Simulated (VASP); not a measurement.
# In (R-3m) in VASP: notebook

Runs on In. Level: PBEsol. Tasks: single point.

Program: VASP 6.6.1. These are calculated values, not measurements. Logs are shortened: lines on timing, memory, paths and dates and some standing lists are left out, and cuts for length are marked.

## (1) The cell of the first run

It takes space group R-3m (No. 166, trigonal). The conventional cell has a = 3.294 Å, b = 3.294 Å, c = 24.290 Å, α = 90.00°, β = 90.00°, γ = 120.00°. In (site symmetry 3m) has 12 In at 3.29 to 3.31 Å within 4.3 Å. In (site symmetry -3m) has 12 In at 3.29 to 3.31 Å within 4.3 Å.

## (2) Single point, PBEsol (25.36 Å³/atom)

Input file INCAR:

```
SYSTEM = In
PREC     = Accurate       ! precision mode
ENCUT    = 520            ! plane-wave cutoff, eV
EDIFF    = 1E-7           ! SCF threshold, eV
ISMEAR   = -1             ! smearing method
SIGMA    = 0.05           ! smearing width, eV
LREAL    = .False.        ! projectors in reciprocal space
LASPH    = .True.         ! aspherical terms in the spheres
NELM     = 100            ! most SCF steps
ALGO     = Fast           ! electronic algorithm
ISIF     = 2              ! what is computed and relaxed
LWAVE    = .False.        ! write WAVECAR
LCHARG   = .False.        ! write CHGCAR
GGA      = PS             ! functional
NBANDS   = 26             ! bands
```

Input file KPOINTS:

```
Automatic mesh
0
Gamma
  9 9 9
  0 0 0
```

Input file POSCAR:

```
In
1.0
    1.6470713907      0.9509371108      8.0965379867
   -1.6470713907      0.9509371108      8.0965379867
    0.0000000000     -1.9018742216      8.0965379867
In
3
Direct
    0.2219877600      0.2219877600      0.2219877600
    0.7780122400      0.7780122400      0.7780122400
    0.0000000000      0.0000000000      0.0000000000
```

Potentials or basis: VASP PAW PBE potentials, release 64 (In_d).

On the command line:

```console
$ cat potpaw_PBE.64/In_d/POTCAR > POTCAR
$ mpirun -np 1 vasp_std > vasp.out
```

OUTCAR:

```text
SYSTEM = In
   PREC = Accurate
   ENCUT = 520
   EDIFF = 1E-7
   ISMEAR = -1
   LREAL = .False.
   LASPH = .True.
   NELM = 100
   ISIF = 2
   GGA = PS

 ion  position               nearest neighbor table
   1  0.222  0.222  0.222-   2 3.29   2 3.29   2 3.29   3 3.31   3 3.31   3 3.31
   2  0.778  0.778  0.778-   1 3.29   1 3.29   1 3.29   3 3.31   3 3.31   3 3.31
   3  0.000  0.000  0.000-   2 3.31   2 3.31   1 3.31   1 3.31   2 3.31   1 3.31

  LATTYP: Found a trigonal (rhomboedric) cell.
 ALAT       =     8.3169136658
 COS(alpha) =     0.9215612875

  Lattice vectors:

 A1 = (   1.6470713907,   0.9509371108,   8.0965379867)
 A2 = (  -1.6470713907,   0.9509371108,   8.0965379867)
 A3 = (   0.0000000000,  -1.9018742216,   8.0965379867)

Analysis of symmetry for initial positions (statically):
=====================================================================
 Subroutine PRICEL returns:
 Original cell was already a primitive cell.

 Routine SETGRP: Setting up the symmetry group for a
 trigonal (rhombohedral) supercell.

 Subroutine GETGRP returns: Found 12 space group operations
 (whereof 12 operations were pure point group operations)
 out of a pool of 12 trial point group operations.

The static configuration has the point symmetry D_3d.

Analysis of symmetry for dynamics (positions and initial velocities):
=====================================================================
 Subroutine PRICEL returns:
 Original cell was already a primitive cell.

 Routine SETGRP: Setting up the symmetry group for a
 trigonal (rhombohedral) supercell.

 Subroutine GETGRP returns: Found 12 space group operations
 (whereof 12 operations were pure point group operations)
 out of a pool of 12 trial point group operations.

The dynamic configuration has the point symmetry D_3d.

 Subroutine INISYM returns: Found 12 space group operations
 (whereof 12 operations are pure point group operations),
 and found     1 'primitive' translations

----------------------------------------------------------------------------------------

                                     Primitive cell

  volume of cell :      76.0878

  direct lattice vectors                    reciprocal lattice vectors
     1.647071391  0.950937111  8.096537987     0.303569112  0.175265709  0.041169860
    -1.647071391  0.950937111  8.096537987    -0.303569112  0.175265709  0.041169860
     0.000000000 -1.901874222  8.096537987     0.000000000 -0.350531417  0.041169860

  length of vectors
     8.316913666  8.316913666  8.316913666     0.352940834  0.352940834  0.352940834

  position of ions in fractional coordinates (direct lattice)
     0.221987760  0.221987760  0.221987760
     0.778012240  0.778012240  0.778012240
     0.000000000  0.000000000  0.000000000

  ion indices of the primitive-cell ions
   primitive index   ion index
                 1           1
                 2           2
                 3           3

----------------------------------------------------------------------------------------

 KPOINTS: Automatic mesh

Automatic generation of k-mesh.
 Grid dimensions read from file:
 generate k-points for:    9    9    9

 Generating k-lattice:

  Cartesian coordinates                     Fractional coordinates (reciprocal lattice)
     0.033729901  0.019473968  0.004574429     0.111111111  0.000000000  0.000000000
    -0.033729901  0.019473968  0.004574429     0.000000000  0.111111111  0.000000000
     0.000000000 -0.038947935  0.004574429     0.000000000  0.000000000  0.111111111

  Length of vectors
     0.039215648  0.039215648  0.039215648

  Shift w.r.t. Gamma in fractional coordinates (k-lattice)
     0.000000000  0.000000000  0.000000000

 Subroutine IBZKPT returns following result:
 ===========================================

 Found     85 irreducible k-points:

 Following reciprocal coordinates:
            Coordinates               Weight
  0.000000  0.000000  0.000000      1.000000
  0.111111  0.000000 -0.000000      6.000000
  0.222222 -0.000000 -0.000000      6.000000
  0.333333 -0.000000  0.000000      6.000000
  0.444444 -0.000000 -0.000000      6.000000
  0.111111  0.111111 -0.000000      6.000000
[... 16 lines left out ...]
 -0.333333  0.333333  0.000000      6.000000
  0.444444  0.444444 -0.000000      6.000000
 [... further k-points ...]
   k-points           NKPTS =     85   k-points in BZ     NKDIM =     85   number of bands    NBANDS=     26
   number of dos      NEDOS =    301   number of ions     NIONS =      3
   total plane-waves  NPLWV = 262144
   dimension x,y,z NGX =    64 NGY =   64 NGZ =   64
   dimension x,y,z NGXF=   128 NGYF=  128 NGZF=  128
   ions per type =               3
   NGX,Y,Z   is equivalent  to a cutoff of  12.79, 12.79, 12.79 a.u.
   NGXF,Y,Z  is equivalent  to a cutoff of  25.59, 25.59, 25.59 a.u.
 SYSTEM =  In
   PREC   = accura    normal or accurate (medium, high low for compatibility)
   ISTART =      0    job   : 0-new  1-cont  2-samecut
   ICHARG =      2    charge: 1-file 2-atom 10-const
   ISPIN  =      1    spin polarized calculation?
   LNONCOLLINEAR =      F non collinear calculations
   LSORBIT =      F    spin-orbit coupling
   LASPH  =      T    aspherical Exc in radial PAW
   ENCUT  =  520.0 eV  38.22 Ry    6.18 a.u.  15.46 15.46 15.46*2*pi/ulx,y,z
   NELM   =    100;   NELMIN=  2; NELMDL= -5     # of ELM steps
   EDIFF  = 0.1E-06   stopping-criterion for ELM
   LREAL  =      F    real-space projection
   EDIFFG = 0.1E-05   stopping-criterion for IOM
   NSW    =      0    number of steps for IOM
   IBRION =     -1    ionic relax: 0-MD 1-quasi-New 2-CG
   NFREE  =      0    steps in history (QN), initial steepest desc. (CG)
   ISIF   =      2    stress and relaxation
   ISYM   =      2    0-nonsym 1-usesym 2-fastsym
   POTIM  = 0.5000    time-step for ionic-motion
   TEBEG  =    0.0;   TEEND  =   0.0 temperature during run
   PSTRESS=    0.0 pullay stress
   NELECT =      39.0000    total number of electrons
   NUPDOWN=      -1.0000    fix difference up-down
   EMIN   =  10.00;   EMAX   =-10.00  energy-range for DOS
   EFERMI =   0.00;   METHOD = LEGACY
   ISMEAR =    -1;   SIGMA  =   0.05  broadening in eV -4-tet -1-fermi 0-gaus
   EFERMI_NEDOS =   21; number of points for ismear=-14 and -15
   IALGO  =     68    algorithm
   IMIX   =      4    mixing-type and parameters
     AMIX     =   0.40;   BMIX     =  1.00
     AMIX_MAG =   1.60;   BMIX_MAG =  1.00
  volume/ion in A,a.u.               =      25.36       171.16
  Fermi-wavevector in a.u.,A,eV,Ry     =   1.310161  2.475846 23.354707  1.716523
  Thomas-Fermi vector in A             =   2.440711
   LORBIT       =      0    0 simple, 1 ext, 2 COOP (PROOUT), +10 PAW based schemes
   GGA     = PS    functional components
   LHFCALC =     F    Hartree Fock is set to
   AEXX    =    0.0000 exact exchange contribution
   IVDW    =     0    specifies the selected vdW correction
   LEPSILON=     F    determine dielectric tensor
   LRPA    =     F    only Hartree local field effects (RPA)
 non-spin polarized calculation
 RMM-DIIS sequential band-by-band and
  energy-cutoff  :      520.00
  volume of cell :       76.09
 maximum number of plane-waves:      2068
 NGX is ok and might be reduce to    64
   NGX = 31   NGY = 31   NGZ = 31

 number of electron      39.0000002 magnetization

 Free energy of the ion-electron system (eV)
  ---------------------------------------------------
  ext. energy  EPLUGINS =         0.00000000
  ---------------------------------------------------
  free energy    TOTEN  =        -8.91666317 eV

  energy without entropy =       -8.90190828  energy(sigma->0) =       -8.90928573

 E-fermi :   7.7106     XC(G=0): -10.5541

 val. band max:        7.6798337188   @ k =  -0.1111   0.3333   0.1111
 cond. band min:       7.7129291799   @ k =  -0.2222   0.3333   0.1111
 fundamental gap:      0.0330954611
 Fermi energy:         7.7106273220

 k-point     1 :       0.0000    0.0000    0.0000
  band No.  band energies     occupation
      1      -6.9193      2.00000
      2      -6.9141      2.00000
      3      -6.8639      2.00000
      4      -6.8574      2.00000
      5      -6.8574      2.00000
      6      -6.8323      2.00000
[... 18 lines left out ...]
     25      18.3049      0.00000
     26      18.3103      0.00000

 k-point     2 :       0.1111    0.0000   -0.0000
  band No.  band energies     occupation
      1      -6.9163      2.00000
      2      -6.9078      2.00000
      3      -6.8663      2.00000
      4      -6.8551      2.00000
      5      -6.8251      2.00000
      6      -6.8184      2.00000
[... 18 lines left out ...]
     25      17.0002      0.00000
     26      17.6546      0.00000

 k-point     3 :       0.2222   -0.0000   -0.0000
  band No.  band energies     occupation
      1      -6.9641      2.00000
      2      -6.9371      2.00000
      3      -6.8636      2.00000
      4      -6.8335      2.00000
      5      -6.8097      2.00000
      6      -6.8040      2.00000
[... 18 lines left out ...]
     25      14.5647      0.00000
     26      16.3540      0.00000

 k-point     4 :       0.3333   -0.0000    0.0000
  band No.  band energies     occupation
      1      -7.0163      2.00000
      2      -6.9873      2.00000
      3      -6.9174      2.00000
      4      -6.8751      2.00000
      5      -6.8580      2.00000
      6      -6.8223      2.00000
[... 18 lines left out ...]
     25      13.3786      0.00000
     26      14.7638      0.00000
[... 496 lines left out ...]
      1      -6.9694      2.00000
      2      -6.9341      2.00000
      3      -6.9016      2.00000
      4      -6.8561      2.00000
      5      -6.8225      2.00000
      6      -6.8028      2.00000
[... 18 lines left out ...]
     25      10.4527      0.00000
     26      12.3346      0.00000

 k-point    23 :      -0.3333    0.3333    0.0000
  band No.  band energies     occupation
      1      -6.9670      2.00000
      2      -6.9028      2.00000
      3      -6.9002      2.00000
      4      -6.8170      2.00000
      5      -6.8139      2.00000
      6      -6.7332      2.00000
[... 18 lines left out ...]
     25      11.4436      0.00000
     26      12.4429      0.00000

 k-point    24 :       0.4444    0.4444   -0.0000
  band No.  band energies     occupation
      1      -7.0792      2.00000
      2      -6.9916      2.00000
      3      -6.9368      2.00000
      4      -6.9295      2.00000
      5      -6.8836      2.00000
      6      -6.8288      2.00000
[... 18 lines left out ...]
     25      14.4400      0.00000
     26      14.5296      0.00000

 [... further k-points ...]

------------------------ aborting loop because EDIFF is reached ----------------------------------------

  FORCE on cell =-STRESS in cart. coord.  units (eV):
  Direction    XX          YY          ZZ          XY          YZ          ZX
  --------------------------------------------------------------------------------------
  -------------------------------------------------------------------------------------
  Total        0.3624543      0.3624543      0.0600989      0.0000000      0.0000000      0.0000000
  in kB        7.6321864      7.6321864      1.2655003      0.0000000      0.0000000      0.0000000
  external PRESSURE =       5.5099577 kB  Pullay stress =       0.0000000 kB

 VOLUME and BASIS-vectors are now :
 -----------------------------------------------------------------------------
  energy-cutoff  :      520.00
  volume of cell :       76.09
      direct lattice vectors                 reciprocal lattice vectors
     1.647071391  0.950937111  8.096537987     0.303569112  0.175265709  0.041169860
    -1.647071391  0.950937111  8.096537987    -0.303569112  0.175265709  0.041169860
     0.000000000 -1.901874222  8.096537987     0.000000000 -0.350531417  0.041169860

 POSITION                                       TOTAL-FORCE (eV/Angst)
 -----------------------------------------------------------------------------------
      0.00000      0.00000      5.39200         0.000000     -0.000000     -0.009900
      0.00000      0.00000     18.89762         0.000000      0.000000      0.009900
      0.00000      0.00000      0.00000         0.000000     -0.000000      0.000000
 -----------------------------------------------------------------------------------
    total drift:                                0.000000      0.000000     -0.000000

  FREE ENERGIE OF THE ION-ELECTRON SYSTEM (eV)
  ---------------------------------------------------
  free  energy   TOTEN  =        -8.9166631723 eV

  energy  without entropy=       -8.9019082808  energy(sigma->0) =       -8.90928573
```

It took 27 min on 1 thread of Intel Xeon Platinum 8375C at 2.90GHz (Ice Lake), shared host; peak memory 0.62 GiB.

Results:

```yaml
Free_energy: -8.9167 eV
Pressure: 0.6 GPa
Largest_force: 0.010 eV/Å
Band_gap_on_the_k_mesh: zero (an odd number of electrons rules out a gap without spin polarisation)
```

Forces in eV/Å, atoms in the order of the input:
```
In   0.000  0.000 -0.010
In   0.000  0.000  0.010
In   0.000  0.000  0.000
```

Levels at points of the mesh, in eV from the Fermi level:
```tsv
k point	band 16	band 17	band 18	band 19	band 20	band 21	band 22	band 23
(0.00, 0.00, 0.00)	-9.78	-7.24	-7.22	0.51	0.53	9.04	9.04	9.12
```

Caveat: the PAW data sets were made with another functional, which shifts forces and pressure a little; spin-orbit coupling is left out, which moves the levels of the heavy elements.

## (3) Single point, PBEsol

This run uses another cell than the first one, of 26.42 Å³/atom.

Input file INCAR:

```
SYSTEM = In
  PREC = Accurate
  ENCUT = 520
  EDIFF = 1E-7
  ISMEAR = -1
  SIGMA = 0.05
  LREAL = .FALSE.
  LASPH = .TRUE.
  NELM = 80
  ALGO = Fast
  ISIF = 2
  LWAVE = .FALSE.
  LCHARG = .FALSE.
  GGA = PS
  NBANDS = 26
```

Input file KPOINTS:

```
regular mesh
0
G
  9 9 9
  0 0 0
```

Input file POSCAR:

```
In
1.0
    1.6696368166      0.9639652655      8.2074632500
   -1.6696368166      0.9639652655      8.2074632500
    0.0000000000     -1.9279305310      8.2074632500
In
3
Direct
    0.2219877600      0.2219877600      0.2219877600
    0.7780122400      0.7780122400      0.7780122400
    0.0000000000      0.0000000000      0.0000000000
```

Potentials or basis: VASP PAW PBE potentials, release 64 (In_d).

On the command line:

```console
$ cat potpaw_PBE.64/In_d/POTCAR > POTCAR
$ mpirun -np 1 vasp_std > vasp.out
```

It took 20 min on 1 thread of Intel Xeon Platinum 8375C at 2.90GHz (Ice Lake), shared host; peak memory 0.63 GiB.

It converged, with:

| Property | Result |
| --- | --- |
| Free energy | -8.9116 eV |
| Pressure | -1.1 GPa |
| Largest force | 0.023 eV/Å |
| Band gap on the k mesh | zero (an odd number of electrons rules out a gap without spin polarisation) |

Forces in eV/Å, atoms in the order of the input:
```
In   0.000  0.000 -0.023
In   0.000  0.000  0.023
In   0.000  0.000  0.000
```

Stress tensor (GPa, compression positive):
```
-0.95  0.00  0.00
 0.00 -0.95  0.00
 0.00  0.00 -1.52
```

Levels at points of the mesh, in eV from the Fermi level:
```csv
k point,band 15,band 16,band 17,band 18,band 19,band 20,band 21,band 22,band 23,band 24
"(0.00, 0.00, 0.00)",-14.25,-9.49,-7.04,-7.02,0.49,0.51,8.74,8.74,8.82,8.82
```

Caveat: the PAW data sets were made with another functional, which shifts forces and pressure a little; spin-orbit coupling is left out, which moves the levels of the heavy elements.

[end of part 1 of 2]
